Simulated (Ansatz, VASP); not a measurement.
**Two plane-wave programs on NaI**

The input POSCAR:

```
NaI
1.0
    0.0000000000      3.2007280696      3.2007280696
    3.2007280696      0.0000000000      3.2007280696
    3.2007280696      3.2007280696      0.0000000000
Na I
1 1
Direct
    0.0000000000      0.0000000000      0.0000000000
    0.5000000000      0.5000000000      0.5000000000
```

The input INCAR.step1:

```
SYSTEM = NaI
ALGO     = Normal         ! electronic algorithm
EDIFF    = 1E-4           ! SCF threshold, eV
ENCUT    = 520            ! plane-wave cutoff, eV
GGA      = PE             ! functional
ISMEAR   = 0              ! smearing method
LASPH    = .True.         ! aspherical terms in the spheres
LCHARG   = .False.        ! write CHGCAR
LREAL    = .False.        ! projectors in reciprocal space
LWAVE    = .True.         ! write WAVECAR
NBANDS   = 14             ! bands
NELM     = 80             ! most SCF steps
PREC     = Accurate       ! precision mode
SIGMA    = 0.02           ! smearing width, eV
```

File INCAR.step2:

```
SYSTEM = NaI
ALGO     = Normal         ! electronic algorithm
EDIFF    = 1E-7           ! SCF threshold, eV
ENCUT    = 520            ! plane-wave cutoff, eV
ISIF     = 2              ! what is computed and relaxed
ISMEAR   = 0              ! smearing method
ISTART   = 1            
LASPH    = .True.         ! aspherical terms in the spheres
LCHARG   = .True.         ! write CHGCAR
LELF     = .True.         ! ELF
LMIXTAU  = .True.       
LREAL    = .False.        ! projectors in reciprocal space
LVHAR    = .True.       
LWAVE    = .False.        ! write WAVECAR
METAGGA  = R2SCAN         ! meta-GGA
NBANDS   = 14             ! bands
NELM     = 80             ! most SCF steps
PREC     = Accurate       ! precision mode
SIGMA    = 0.02           ! smearing width, eV
```

KPOINTS

```
k-points
0
Gamma
  6 6 6
  0 0 0
```

Input for Ansatz:

```yaml
crystal:
  lattice:
    - [0.0, 3.2007280696, 3.2007280696]
    - [3.2007280696, 0.0, 3.2007280696]
    - [3.2007280696, 3.2007280696, 0.0]
  atoms:
    - { symbol: Na, position: [0.0, 0.0, 0.0] }
    - { symbol: I, position: [0.5, 0.5, 0.5] }
basis:
  ecutwfc: 500
kpoints:
  mp_grid: { grid: [6, 6, 6] }
hamiltonian:
  xc: r2scan
scf:
  occupations: { method: gaussian, width: 0.02 }
output:
  forces: true
  stress: true
  eigenvalues: true
  write_density: true
  write_potential: true
  elf: true
  volumetric_format: npy
```

Alike in both runs: task single point; functional r2SCAN; k mesh 6 × 6 × 6; occupations gaussian, width 0.02 eV; no spin polarisation.

```csv
,VASP,Ansatz
version,VASP 6.6.1,Ansatz 0.2.0
potentials or method,"VASP PAW PBE potentials, release 64 (Na_pv, I), cutoff 520 eV","scalar-relativistic, plane waves, PAW"
valence electrons in the cell,14,26
```

```csv
,VASP,Ansatz,Ansatz less VASP
gap on the k mesh at the Fermi level (eV),4.54,4.53,-0.009
least direct gap on the mesh (eV),4.54,4.53,-0.009
pressure (GPa),0.4,0.5,+0.10
```

VASP's potentials were made for PBE, not for r2SCAN. The functional is the same, so the differences come from potentials, cutoffs and numerics. VASP's potentials hold 14 valence electrons a cell and Ansatz's 26, so a difference there can come from the potentials and not from the codes.

Spin-orbit coupling is off throughout.
